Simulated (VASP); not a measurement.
TiAl32 (a cell with a defect), 33 atoms in the cell. The cell holds a defect, 33 atoms: a = 8.100 Å, b = 8.100 Å, c = 8.100 Å, α = 90.00°, β = 90.00°, γ = 90.00°. 

- Program: VASP 6.6.1
- Task: single point
- Functional: r2SCAN
- Potentials or basis: VASP PAW PBE potentials, release 64 (Al, Ti_sv)
- Cutoff: 440 eV
- k mesh: 2 × 2 × 2
- Occupations: gaussian, width 0.1 eV
- Spin: no spin polarisation
- Dipole correction: no
- Further INCAR settings: LREAL = Auto; ALGO = Normal; EDIFF = 1e-06; NBANDS = 76

Potentials or basis: VASP PAW PBE potentials, release 64 (Al, Ti_sv).

Launch:

```bash
$ cat potpaw_PBE.64/Al/POTCAR potpaw_PBE.64/Ti_sv/POTCAR > POTCAR
$ cp INCAR.step1 INCAR
$ mpirun -np 1 vasp_std > vasp.out
$ cp INCAR.step2 INCAR
$ mpirun -np 1 vasp_std > vasp.out
```

Hardware: 1 thread of Intel(R) Xeon(R) 6975P-C (Granite Rapids) (shared host).

Estimate the wall time of this run.

It took 10 min on 1 thread of Intel(R) Xeon(R) 6975P-C (Granite Rapids) (shared host), peak memory 0.54 GiB. Counts: k points 8.
